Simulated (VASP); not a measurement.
# Mn (P6_3/mmc) in VASP: notebook, part 2 of 2

VASP 6.6.1. Earlier steps stand in the parts before.

**6. Single point, r2SCAN, collinear spin, antiferromagnetic start**

This run uses another cell than the first one, of 14.82 Å³/atom, 1.422 times its volume.

File POSCAR:

```
Mn
1.0
    2.8281608939      0.0000000000      0.0000000000
   -1.4140804469      2.4492591802      0.0000000000
    0.0000000000      0.0000000000      4.2785274754
Mn
2
Direct
    0.3333333333      0.6666666667      0.2500000000
    0.6666666667      0.3333333333      0.7500000000
```

File INCAR.step1:

```
PREC = Accurate
ENCUT = 520
ISMEAR = -1
SIGMA = 0.05
LREAL = False
LASPH = True
NELM = 150
ISPIN = 2
MAGMOM = 3.709 -3.709
LMAXMIX = 4
NBANDS = 24
GGA = PE
ALGO = Normal
EDIFF = 1E-4
LWAVE = True
LCHARG = False
```

File INCAR.step2:

```
PREC = Accurate
ENCUT = 520
EDIFF = 1E-7
ISMEAR = -1
SIGMA = 0.05
LREAL = False
LASPH = True
NELM = 150
ALGO = Normal
ISIF = 2
LWAVE = False
LCHARG = True
ISPIN = 2
MAGMOM = 3.709 -3.709
LORBIT = 11
LMAXMIX = 4
METAGGA = R2SCAN
LMIXTAU = True
LELF = True
LVHAR = True
NBANDS = 24
ISTART = 1
```

File KPOINTS:

```
Automatic mesh
0
Gamma
  14 14 8
```

Potentials or basis: VASP PAW PBE potentials, release 64 (Mn_pv).

Command:

```sh
> cat potpaw_PBE.64/Mn_pv/POTCAR > POTCAR
> cp INCAR.step1 INCAR
> mpirun -np 1 vasp_std > vasp.out
> cp INCAR.step2 INCAR
> mpirun -np 1 vasp_std > vasp.out
```

OUTCAR:

```text
PREC = Accurate
   ENCUT = 520
   EDIFF = 1E-7
   ISMEAR = -1
   LREAL = False
   LASPH = True
   NELM = 150
   ISIF = 2
   ISPIN = 2
   LORBIT = 11
   METAGGA = R2SCAN
   ISTART = 1

 ion  position               nearest neighbor table
   1  0.333  0.667  0.250-   2 2.69   2 2.69   2 2.69   2 2.69   2 2.69   2 2.69
   2  0.667  0.333  0.750-   1 2.69   1 2.69   1 2.69   1 2.69   1 2.69   1 2.69

  LATTYP: Found a hexagonal cell.
 ALAT       =     2.8281608939
 C/A-ratio  =     1.5128302936

  Lattice vectors:

 A1 = (   2.8281608939,   0.0000000000,   0.0000000000)
 A2 = (  -1.4140804469,   2.4492591802,   0.0000000000)
 A3 = (   0.0000000000,   0.0000000000,   4.2785274754)

Analysis of symmetry for initial positions (statically):
=====================================================================
 Subroutine PRICEL returns:
 Original cell was already a primitive cell.

 Routine SETGRP: Setting up the symmetry group for a
 hexagonal supercell.

 Subroutine GETGRP returns: Found 24 space group operations
[... 842 lines left out ...]

 spin component 2

 k-point     1 :       0.0000    0.0000    0.0000
  band No.  band energies     occupation
      1     -44.7125      1.00000
      2     -44.6711      1.00000
      3     -44.6710      1.00000
      4     -39.7556      1.00000
      5     -39.4729      1.00000
      6     -39.4728      1.00000
[... 637 lines left out ...]
     23      20.8494      0.00000
     24      20.9008      0.00000

 [... further k-points ...]
[... 5 lines left out ...]
  --------------------------------------------------------------------------------------
  -------------------------------------------------------------------------------------
  Total        0.0233698      0.0233698      0.1099915      0.0000000     -0.0000000      0.0000000
  in kB        1.2633747      1.2633747      5.9461568      0.0000000     -0.0000000      0.0000000
  external PRESSURE =       2.8243021 kB  Pullay stress =       0.0000000 kB

 VOLUME and BASIS-vectors are now :
 -----------------------------------------------------------------------------
  energy-cutoff  :      520.00
  volume of cell :       29.64
      direct lattice vectors                 reciprocal lattice vectors
     2.828160894  0.000000000  0.000000000     0.353586673  0.204143361  0.000000000
    -1.414080447  2.449259180  0.000000000     0.000000000  0.408286721  0.000000000
     0.000000000  0.000000000  4.278527475     0.000000000  0.000000000  0.233725272

 POSITION                                       TOTAL-FORCE (eV/Angst)
 -----------------------------------------------------------------------------------
     -0.00000      1.63284      1.06963        -0.000000      0.000000      0.000000
      1.41408      0.81642      3.20890         0.000000     -0.000000      0.000000
 -----------------------------------------------------------------------------------
    total drift:                               -0.000000      0.000000     -0.000000

  FREE ENERGIE OF THE ION-ELECTRON SYSTEM (eV)
  ---------------------------------------------------
  free  energy   TOTEN  =       -29.3386787999 eV

  energy  without entropy=      -29.3294513793  energy(sigma->0) =      -29.33406509

 total charge

# of ion       s       p       d       tot
------------------------------------------
    1        0.372   6.285   4.897  11.554
    2        0.372   6.285   4.897  11.554
--------------------------------------------------
tot          0.745  12.570   9.794  23.108

 magnetization (x)

# of ion       s       p       d       tot
------------------------------------------
    1        0.028   0.062   3.623   3.712
    2       -0.028  -0.062  -3.623  -3.712
--------------------------------------------------
tot          0.000   0.000   0.000   0.000
```

OUTCAR.step1:

```text
PREC = Accurate
   ENCUT = 520
   ISMEAR = -1
   LREAL = False
   LASPH = True
[... 1544 lines left out ...]
     -0.00000      1.63284      1.06963         0.000000      0.000000      0.000000
      1.41408      0.81642      3.20890        -0.000000     -0.000000      0.000000
 -----------------------------------------------------------------------------------
    total drift:                               -0.000000      0.000000     -0.000000

  FREE ENERGIE OF THE ION-ELECTRON SYSTEM (eV)
  ---------------------------------------------------
  free  energy   TOTEN  =       -17.1889323878 eV

  energy  without entropy=      -17.1617003236  energy(sigma->0) =      -17.17531636
```

It took 18 min on 1 thread of Oxide Virtual Turin-like, shared host; peak memory 0.21 GiB.

Results:

| Item | Value |
| --- | --- |
| Free energy | -29.3387 eV |
| Pressure | 0.3 GPa |
| Band gap on the k mesh | zero (filled and empty bands overlap) |
| Net moment | 0.00 μB per cell |
| Site moments | Mn +3.71, -3.71 μB |
| Valence electrons inside the program's atomic spheres | Mn 11.55 |

Caveat: the PAW data sets were made with another functional, which shifts forces and pressure a little.

**7. Single point, r2SCAN, collinear spin, antiferromagnetic start (volume scaled by 1.04)**

File POSCAR:

```
Mn
1.0
    2.8653778052      0.0000000000      0.0000000000
   -1.4326889026      2.4814899708      0.0000000000
    0.0000000000      0.0000000000      4.3348303462
Mn
2
Direct
    0.3333333333      0.6666666667      0.2500000000
    0.6666666667      0.3333333333      0.7500000000
```

File INCAR.step1:

```
SYSTEM = Mn
PREC     = Accurate       ! precision mode
ENCUT    = 520            ! plane-wave cutoff, eV
ISMEAR   = -1             ! smearing method
SIGMA    = 0.05           ! smearing width, eV
LREAL    = .FALSE.        ! projectors in reciprocal space
LASPH    = .TRUE.         ! aspherical terms in the spheres
NELM     = 150            ! most SCF steps
ISPIN    = 2              ! spin polarisation
MAGMOM   = 3.709 -3.709   ! initial moments
LMAXMIX  = 4              ! l up to which the mixer works
NBANDS   = 24             ! bands
GGA      = PE             ! functional
ALGO     = Normal         ! electronic algorithm
EDIFF    = 1E-4           ! SCF threshold, eV
LWAVE    = .TRUE.         ! write WAVECAR
LCHARG   = .FALSE.        ! write CHGCAR
```

File INCAR.step2:

```
SYSTEM = Mn
PREC     = Accurate       ! precision mode
ENCUT    = 520            ! plane-wave cutoff, eV
EDIFF    = 1E-6           ! SCF threshold, eV
ISMEAR   = -1             ! smearing method
SIGMA    = 0.05           ! smearing width, eV
LREAL    = .FALSE.        ! projectors in reciprocal space
LASPH    = .TRUE.         ! aspherical terms in the spheres
NELM     = 150            ! most SCF steps
ALGO     = Normal         ! electronic algorithm
ISIF     = 2              ! what is computed and relaxed
LWAVE    = .FALSE.        ! write WAVECAR
LCHARG   = .FALSE.        ! write CHGCAR
ISPIN    = 2              ! spin polarisation
MAGMOM   = 3.709 -3.709   ! initial moments
LORBIT   = 11             ! projections on sites
LMAXMIX  = 4              ! l up to which the mixer works
METAGGA  = R2SCAN         ! meta-GGA
LMIXTAU  = .TRUE.       
NBANDS   = 24             ! bands
ISTART   = 1
```

File KPOINTS:

```
Automatic mesh
0
G
  14 14 8
  0 0 0
```

Potentials or basis: VASP PAW PBE potentials, release 64 (Mn_pv).

Command:

```sh
> cat potpaw_PBE.64/Mn_pv/POTCAR > POTCAR
> cp INCAR.step1 INCAR
> mpirun -np 1 vasp_std > vasp.out
> cp INCAR.step2 INCAR
> mpirun -np 1 vasp_std > vasp.out
```

OUTCAR:

```text
SYSTEM = Mn
   PREC = Accurate
   ENCUT = 520
   EDIFF = 1E-6
   ISMEAR = -1
   LREAL = .FALSE.
   LASPH = .TRUE.
   NELM = 150
   ISIF = 2
   ISPIN = 2
   LORBIT = 11
   METAGGA = R2SCAN
   ISTART = 1

 ion  position               nearest neighbor table
   1  0.333  0.667  0.250-   2 2.73   2 2.73   2 2.73   2 2.73   2 2.73   2 2.73
   2  0.667  0.333  0.750-   1 2.73   1 2.73   1 2.73   1 2.73   1 2.73   1 2.73

  LATTYP: Found a hexagonal cell.
 ALAT       =     2.8653778052
 C/A-ratio  =     1.5128302936

  Lattice vectors:

 A1 = (   2.8653778052,   0.0000000000,   0.0000000000)
[... 1516 lines left out ...]

 VOLUME and BASIS-vectors are now :
 -----------------------------------------------------------------------------
  energy-cutoff  :      520.00
  volume of cell :       30.82
      direct lattice vectors                 reciprocal lattice vectors
     2.865377805  0.000000000  0.000000000     0.348994118  0.201491848  0.000000000
    -1.432688903  2.481489971  0.000000000     0.000000000  0.402983696  0.000000000
     0.000000000  0.000000000  4.334830346     0.000000000  0.000000000  0.230689536

 POSITION                                       TOTAL-FORCE (eV/Angst)
 -----------------------------------------------------------------------------------
     -0.00000      1.65433      1.08371        -0.000000      0.000000      0.000000
      1.43269      0.82716      3.25112         0.000000     -0.000000      0.000000
 -----------------------------------------------------------------------------------
    total drift:                               -0.000000      0.000000     -0.000000

  FREE ENERGIE OF THE ION-ELECTRON SYSTEM (eV)
  ---------------------------------------------------
  free  energy   TOTEN  =       -29.3316739355 eV

  energy  without entropy=      -29.3214321164  energy(sigma->0) =      -29.32655303

 total charge

# of ion       s       p       d       tot
------------------------------------------
    1        0.364   6.270   4.879  11.513
    2        0.364   6.270   4.879  11.513
--------------------------------------------------
tot          0.727  12.540   9.758  23.026

 magnetization (x)

# of ion       s       p       d       tot
------------------------------------------
    1        0.031   0.059   3.705   3.795
    2       -0.031  -0.059  -3.705  -3.795
--------------------------------------------------
tot          0.000   0.000   0.000   0.000
```

Run time: 19 min. Hardware: 1 thread of Oxide Virtual Turin-like, shared host; peak memory 0.22 GiB.

What came out:

* Free energy: -29.3317 eV
* Pressure: -2.0 GPa
* Band gap on the k mesh: zero (filled and empty bands overlap)
* Net moment: 0.00 μB per cell
* Site moments: Mn +3.79, -3.79 μB
* Valence electrons inside the program's atomic spheres: Mn 11.51

Caveat: the cell differs from its parent crystal (volume scaled by 1.04); the PAW data sets were made with another functional, which shifts forces and pressure a little.

**8. Overview**

| spin | cell | k mesh | smearing | gap on the mesh (eV) | pressure (GPa) | moment (μB) |
| --- | --- | --- | --- | --- | --- | --- |
| off | a = 2.457, b = 2.457, c = 3.987 Å, angles 90.0, 90.0, 120.0°, 2 atoms | 8 × 8 × 4 | fermi-dirac 0.1 eV | none | 0.4 | - |
| collinear, antiferromagnetic start | a = 2.710, b = 2.710, c = 4.100 Å, angles 90.0, 90.0, 120.0°, 2 atoms | 14 × 14 × 8 | fermi-dirac 0.05 eV | none | 11.2 | 0.00 |
| collinear, antiferromagnetic start | a = 2.751, b = 2.751, c = 4.161 Å, angles 90.0, 90.0, 120.0°, 2 atoms | 14 × 14 × 8 | fermi-dirac 0.05 eV | none | 7.1 | 0.00 |
| collinear, antiferromagnetic start | a = 2.790, b = 2.790, c = 4.221 Å, angles 90.0, 90.0, 120.0°, 2 atoms | 14 × 14 × 8 | fermi-dirac 0.05 eV | none | 3.3 | 0.00 |
| collinear, antiferromagnetic start | a = 2.828, b = 2.828, c = 4.279 Å, angles 90.0, 90.0, 120.0°, 2 atoms | 14 × 14 × 8 | fermi-dirac 0.05 eV | none | 0.3 | 0.00 |
| collinear, antiferromagnetic start | a = 2.865, b = 2.865, c = 4.335 Å, angles 90.0, 90.0, 120.0°, 2 atoms | 14 × 14 × 8 | fermi-dirac 0.05 eV | none | -2.0 | 0.00 |

Alike in all rows: task single point; level r2SCAN; potentials or basis VASP PAW PBE potentials, release 64 (Mn_pv); cutoff (eV) 520.

Caveats: some runs use coarse meshes; the PAW data sets were made with another functional, which shifts forces and pressure a little.

Absolute energies hang on the potentials; compare differences alone.
